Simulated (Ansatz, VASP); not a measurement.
**NaPt2BrO2: VASP beside Ansatz**

```
Na Pt Br O
1.0
     4.30864    0.00000    0.00000
     0.00000    4.30864    0.00000
     0.00000    0.00000    5.37579
Na Pt Br O
1 2 1 2
Direct
  0.00000 0.00000 0.50000
  0.50000 0.50000 0.27636
  0.50000 0.50000 0.72364
  0.00000 0.00000 0.00000
  0.00000 0.50000 0.00000
  0.50000 0.00000 0.00000
```

Change from the starting cell: species swapped into the YCr2Si2C type (P4/mmm, No. 123).

Alike in both runs: functional PBE; k mesh 3 × 3 × 2; occupations gaussian, width 0.15 eV; no spin polarisation.

Ansatz relaxed the structure, and its values are those at the end. VASP's run is a single point on that final structure, the one shown.

```csv
,VASP,Ansatz
version,VASP 6.6.1,Ansatz 0.2.0
potentials or method,"VASP PAW PBE potentials, release 64 (Na_pv, Pt, Br, O), cutoff 600 eV","scalar-relativistic, plane waves, PAW"
valence electrons in the cell,46,64
```

Ansatz gave:

```
gap on the k mesh at the Fermi level (eV) : none
pressure (GPa)                            : 0.1
rms of the force components (eV/Å)        : 0.021
```

Question: Which values does VASP return?

Answer: gap on the k mesh at the Fermi level (eV): none; pressure (GPa): -0.1; rms of the force components (eV/Å): 0.014.

A gap of «none» marks a metal or a gap that the smearing closes. The functional is the same, so the differences come from potentials, cutoffs and numerics. VASP's potentials hold 46 valence electrons a cell and Ansatz's 64, so a difference there can come from the potentials and not from the codes.

The k mesh is coarse, so the values compare programs but aren't converged. Neither program's run includes spin-orbit coupling.
